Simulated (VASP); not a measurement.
# SrO: electric field gradients with PBEsol

Crystal: SrO.

```
Sr O
1.0
     0.00000    2.60362    2.60362
     2.60362    0.00000    2.60362
     2.60362    2.60362    0.00000
Sr O
1 1
Cartesian
  0.0000 0.0000 0.0000
  2.6036 2.6036 2.6036
```

This cell differs from its parent crystal: volume scaled by 1.04.

| Property | Result |
| --- | --- |
| Program | VASP 6.6.1 |
| Task | electric field gradients |
| Functional | PBEsol |
| Potentials or basis | VASP PAW PBE potentials, release 64 (Sr_sv, O) |
| Cutoff | 520 eV |
| k mesh | 8 × 8 × 8 |
| Occupations | fermi-dirac, width 0.03 eV |
| Spin | no spin polarisation |
| Dipole correction | no |
| Further INCAR settings | ALGO = Normal; EDIFF = 1e-08; NBANDS = 15 |

- Pressure: -3.6 GPa
- Band gap on the k mesh: 3.18 eV, indirect (least direct gap 3.29 eV)

Levels at points of the mesh, in eV from the valence-band top:
```
           k point  band 6  band 7  band 8  band 9  band 10  band 11
(0.00, 0.00, 0.00)    0.00    0.00    0.00    3.56     6.08     6.08
(0.50, 0.00, 0.00)   -2.15   -1.08   -1.08    6.33     7.99     8.63
(0.50, 0.50, 0.00)   -0.50   -0.11   -0.11    3.18     7.48     9.89
```

It took 14 s on 1 thread of Intel Xeon 6975P-C, on a shared host, peak memory 0.16 GiB.

Caveat: without QUAD_EFG the Cq values of the log hold for a quadrupole moment of 1 mb, not for the nuclei; the PAW data sets were made with another functional, which shifts forces and pressure a little. A k mesh can miss the band edges.
